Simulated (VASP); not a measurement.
# Al (Fm-3m) in VASP: a series of runs, part 2 of 2

VASP 6.6.1.

## 5. Single point, r2SCAN

This run uses another cell than the first one, of 16.17 Å³/atom, 1.038 times its volume.

File POSCAR:

```
Al
1.0
    0.0000000000      2.0072243579      2.0072243579
    2.0072243579      0.0000000000      2.0072243579
    2.0072243579      2.0072243579      0.0000000000
Al
1
Direct
    0.0000000000      0.0000000000      0.0000000000
```

File INCAR.step1:

```
PREC = Accurate ; ENCUT = 520
ISMEAR = 0 ; SIGMA = 0.05
LREAL = F ; LASPH = T
NELM = 60 ; NBANDS = 8
GGA = PE ; ALGO = Normal
EDIFF = 1E-4 ; LWAVE = T
LCHARG = F
```

File INCAR.step2:

```
PREC = Accurate ; ENCUT = 520
EDIFF = 1E-6 ; ISMEAR = 0
SIGMA = 0.05 ; LREAL = F
LASPH = T ; NELM = 60
ALGO = Normal ; ISIF = 2
LWAVE = F ; LCHARG = T
METAGGA = R2SCAN ; LMIXTAU = T
LELF = T ; LVHAR = T
NBANDS = 8 ; ISTART = 1
```

File KPOINTS:

```
regular mesh
0
Gamma
  18 18 18
```

Potentials or basis: VASP PAW PBE potentials, release 64 (Al).

Run with:

```
> cat potpaw_PBE.64/Al/POTCAR > POTCAR
> cp INCAR.step1 INCAR
> mpirun -np 1 vasp_std > vasp.out
> cp INCAR.step2 INCAR
> mpirun -np 1 vasp_std > vasp.out
```

OUTCAR:

```text
PREC = Accurate
   ENCUT = 520
   EDIFF = 1E-6
   ISMEAR = 0
   LREAL = F
   LASPH = T
   NELM = 60
   ISIF = 2
   METAGGA = R2SCAN
   ISTART = 1

 ion  position               nearest neighbor table
   1  0.000  0.000  0.000-

  LATTYP: Found a face centered cubic cell.
 ALAT       =     4.0144487158

  Lattice vectors:

 A1 = (   0.0000000000,   2.0072243579,   2.0072243579)
 A2 = (   2.0072243579,   0.0000000000,   2.0072243579)
 A3 = (   2.0072243579,   2.0072243579,   0.0000000000)

Analysis of symmetry for initial positions (statically):
=====================================================================
 Subroutine PRICEL returns:
 Original cell was already a primitive cell.

 Routine SETGRP: Setting up the symmetry group for a
 face centered cubic supercell.

 Subroutine GETGRP returns: Found 48 space group operations
 (whereof 48 operations were pure point group operations)
 out of a pool of 48 trial point group operations.

The static configuration has the point symmetry O_h .

Analysis of symmetry for dynamics (positions and initial velocities):
=====================================================================
 Subroutine PRICEL returns:
 Original cell was already a primitive cell.

 Routine SETGRP: Setting up the symmetry group for a
 face centered cubic supercell.

 Subroutine GETGRP returns: Found 48 space group operations
 (whereof 48 operations were pure point group operations)
 out of a pool of 48 trial point group operations.

The dynamic configuration has the point symmetry O_h .

 Subroutine INISYM returns: Found 48 space group operations
 (whereof 48 operations are pure point group operations),
 and found     1 'primitive' translations

----------------------------------------------------------------------------------------

[... 109 lines left out ...]
     AMIX     =   0.40;   BMIX     =  1.00
     AMIX_MAG =   1.60;   BMIX_MAG =  1.00
  volume/ion in A,a.u.               =      16.17       109.15
  Fermi-wavevector in a.u.,A,eV,Ry     =   0.933633  1.764310 11.859788  0.871670
  Thomas-Fermi vector in A             =   2.060354
   LORBIT       =      0    0 simple, 1 ext, 2 COOP (PROOUT), +10 PAW based schemes
   METAGGA = R2SCAN    functional components
   LHFCALC =     F    Hartree Fock is set to
   AEXX    =    0.0000 exact exchange contribution
   IVDW    =     0    specifies the selected vdW correction
   LEPSILON=     F    determine dielectric tensor
   LRPA    =     F    only Hartree local field effects (RPA)
 non-spin polarized calculation
 Gauss-broadening in eV      SIGMA  =   0.05
  energy-cutoff  :      520.00
  volume of cell :       16.17
 maximum number of plane-waves:       448
 NGX is ok and might be reduce to    24
   NGX = 11   NGY = 11   NGZ = 11

 number of electron       3.0000000 magnetization

 Free energy of the ion-electron system (eV)
  ---------------------------------------------------
  ext. energy  EPLUGINS =         0.00000000
  ---------------------------------------------------
  free energy    TOTEN  =        -6.73401260 eV

  energy without entropy =       -6.73311807  energy(sigma->0) =       -6.73356533

 E-fermi :   8.2180     XC(G=0): -10.9802

 val. band max:        8.2129661066   @ k =  -0.4444   0.3333   0.1111
 cond. band min:       8.2217308663   @ k =  -0.2222   0.3889   0.1667
 fundamental gap:      0.0087647596
 Fermi energy:         8.2179559222

 k-point     1 :       0.0000    0.0000    0.0000
  band No.  band energies     occupation
      1      -3.7537      2.00000
      2      21.6613      0.00000
      3      21.6613      0.00000
      4      21.6613      0.00000
      5      23.7236      0.00000
      6      23.7236      0.00000
      7      23.7236      0.00000
      8      25.7335      0.00000
[... 243 lines left out ...]
 k-point    24 :      -0.2222    0.0556    0.0000
  band No.  band energies     occupation
      1      -1.9870      2.00000
      2      12.3557      0.00000
      3      18.2600      0.00000
      4      21.3125      0.00000
      5      23.2127      0.00000
      6      24.3435      0.00000
      7      24.8492      0.00000
      8      27.1752      0.00000

 [... further k-points ...]

------------------------ aborting loop because EDIFF is reached ----------------------------------------

  FORCE on cell =-STRESS in cart. coord.  units (eV):
  Direction    XX          YY          ZZ          XY          YZ          ZX
  --------------------------------------------------------------------------------------
  -------------------------------------------------------------------------------------
  Total       -0.1840519     -0.1840519     -0.1840519      0.0000000      0.0000000      0.0000000
  in kB      -18.2319468    -18.2319468    -18.2319468      0.0000000      0.0000000      0.0000000
  external PRESSURE =     -18.2319468 kB  Pullay stress =       0.0000000 kB

 VOLUME and BASIS-vectors are now :
 -----------------------------------------------------------------------------
  energy-cutoff  :      520.00
  volume of cell :       16.17
      direct lattice vectors                 reciprocal lattice vectors
     0.000000000  2.007224358  2.007224358    -0.249100205  0.249100205  0.249100205
     2.007224358  0.000000000  2.007224358     0.249100205 -0.249100205  0.249100205
     2.007224358  2.007224358  0.000000000     0.249100205  0.249100205 -0.249100205

 POSITION                                       TOTAL-FORCE (eV/Angst)
 -----------------------------------------------------------------------------------
      0.00000      0.00000      0.00000        -0.000000      0.000000      0.000000
 -----------------------------------------------------------------------------------
    total drift:                               -0.000000     -0.000000      0.000000

  FREE ENERGIE OF THE ION-ELECTRON SYSTEM (eV)
  ---------------------------------------------------
  free  energy   TOTEN  =        -6.7340125959 eV

  energy  without entropy=       -6.7331180654  energy(sigma->0) =       -6.73356533
```

Run time: 67 s. Hardware: 1 thread of Intel Xeon Platinum 8259CL at 2.50GHz (Skylake/Cascade Lake), shared host; peak memory 0.15 GiB.

Results:

```
Free energy : -6.7340 eV
Pressure    : -1.8 GPa
```

Caveat: the PAW data sets were made with another functional, which shifts forces and pressure a little.

## 6. The runs side by side

| cell | gap on the mesh (eV) | pressure (GPa) |
| --- | --- | --- |
| a = 2.803 Å, angles 60.0°, 1 atom | none | 1.6 |
| a = 2.822 Å, angles 60.0°, 1 atom | none | -0.3 |
| a = 2.839 Å, angles 60.0°, 1 atom | none | -1.8 |

Alike in all rows: task single point; level r2SCAN; potentials or basis VASP PAW PBE potentials, release 64 (Al); no spin polarisation; k mesh 18 × 18 × 18; cutoff (eV) 520; smearing gaussian 0.05 eV.

Caveats: the PAW data sets were made with another functional, which shifts forces and pressure a little.

Absolute energies hang on the potentials; compare differences alone.
